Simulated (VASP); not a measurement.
Runs of VASP 6.6.1 on CsH. The structure is that of space group Pm-3m (No. 221), or close to it. The cells are those of the table. 

| task | cell | cutoff (eV) | gap on the mesh (eV) | pressure (GPa) |
| --- | --- | --- | --- | --- |
| relaxation of cell and atoms | relaxed to 30 GPa from a = 3.820 Å, 2 atoms | 600 | 1.63 | 30.0 |
| single point | a = 3.161 Å, 2 atoms | 520 | (b) | 31.3 |
| single point | a = 3.329 Å, 2 atoms | 520 | 2.25 | 15.6 |
| relaxation of cell and atoms | relaxed to 15 GPa from a = 3.820 Å, 2 atoms | 600 | 2.29 | 14.9 |
| single point | a = 3.057 Å, 2 atoms | 520 | 1.07 | 47.1 |
| relaxation of cell and atoms | relaxed from a = 3.820 Å, 2 atoms | 600 | 3.15 | 0.0 |
| relaxation of cell and atoms | relaxed to 45 GPa from a = 3.820 Å, 2 atoms | 600 | (a) | 45.0 |
| single point | a = 3.818 Å, 2 atoms | 520 | 3.15 | 0.0 |

Alike in all rows: level r2SCAN; potentials or basis VASP PAW PBE potentials, release 64 (Cs_sv, H); no spin polarisation; k mesh 4 × 4 × 4; smearing fermi-dirac 0.01 eV.

Q: Estimate the missing entries.

A: (a) 1.13; (b) 1.57.

Caveats: some runs use coarse meshes; the PAW data sets were made with another functional, which shifts forces and pressure a little; spin-orbit coupling is left out, which moves the levels of the heavy elements; the cell is relaxed towards a set pressure, so the enthalpy falls and the energy may rise (some runs); the relaxation stopped at its first step, so nothing moved (some runs).

A k mesh can miss the band edges, and the runs leave out spin-orbit coupling on Cs.
